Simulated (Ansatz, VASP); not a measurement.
**BaTe: VASP beside Ansatz**

INCAR

```
SYSTEM = BaTe
PREC     = Accurate       ! precision mode
ENCUT    = 520            ! plane-wave cutoff, eV
EDIFF    = 1E-7           ! SCF threshold, eV
ISMEAR   = 0              ! smearing method
SIGMA    = 0.05           ! smearing width, eV
LREAL    = .FALSE.        ! projectors in reciprocal space
LASPH    = .TRUE.         ! aspherical terms in the spheres
NELM     = 60             ! most SCF steps
ALGO     = Normal         ! electronic algorithm
ISIF     = 2              ! what is computed and relaxed
LWAVE    = .FALSE.        ! write WAVECAR
LCHARG   = .FALSE.        ! write CHGCAR
GGA      = PS             ! functional
NBANDS   = 15             ! bands
```

The input KPOINTS:

```
Automatic mesh
0
G
  6 6 6
  0 0 0
```

Contents of POSCAR:

```
BaTe
1.0
    4.4329646400      0.0000000000      0.0000000000
    0.0000000000      4.4329646400      0.0000000000
    0.0000000000      0.0000000000      4.2624660000
Ba Te
1 1
Direct
    0.0000000000      0.0000000000      0.0000000000
    0.5000000000      0.5000000000      0.5000000000
```

Input for Ansatz:

```yaml
crystal:
  lattice:
    - [4.43296464, 0.0, 0.0]
    - [0.0, 4.43296464, 0.0]
    - [0.0, 0.0, 4.262466]
  atoms:
    - { symbol: Ba, position: [0.0, 0.0, 0.0] }
    - { symbol: Te, position: [0.5, 0.5, 0.5] }
basis:
  ecutwfc: 420
kpoints:
  mp_grid: { grid: [6, 6, 6] }
hamiltonian:
  xc: pbesol
scf:
  occupations: { method: gaussian, width: 0.05 }
output:
  forces: true
  stress: true
  eigenvalues: true
```

Change from the starting cell: strain +0.040 along x and y, +0.000 along z, atoms carried along.

Alike in both runs: task single point; functional PBEsol; k mesh 6 × 6 × 6; occupations gaussian, width 0.05 eV; no spin polarisation.

```csv
,VASP,Ansatz
version,VASP 6.6.1,Ansatz 0.2.0
potentials or method,"VASP PAW PBE potentials, release 64 (Ba_sv, Te), cutoff 520 eV","scalar-relativistic, plane waves, PAW"
valence electrons in the cell,16,26
```

|  | VASP | Ansatz | Ansatz less VASP |
| --- | --- | --- | --- |
| gap on the k mesh at the Fermi level (eV) | 0.64 | 0.72 | +0.081 |
| least direct gap on the mesh (eV) | 0.64 | 0.72 | +0.081 |
| pressure (GPa) | -3.6 | -3.9 | -0.34 |
| traceless stress, the component that is largest in VASP (GPa) | 1.71 | 1.71 | -0.004 |

VASP's potentials were made for PBE, not for PBEsol. VASP's potentials hold 16 valence electrons a cell and Ansatz's 26, so a difference there can come from the potentials and not from the codes.

Spin-orbit coupling is off throughout.
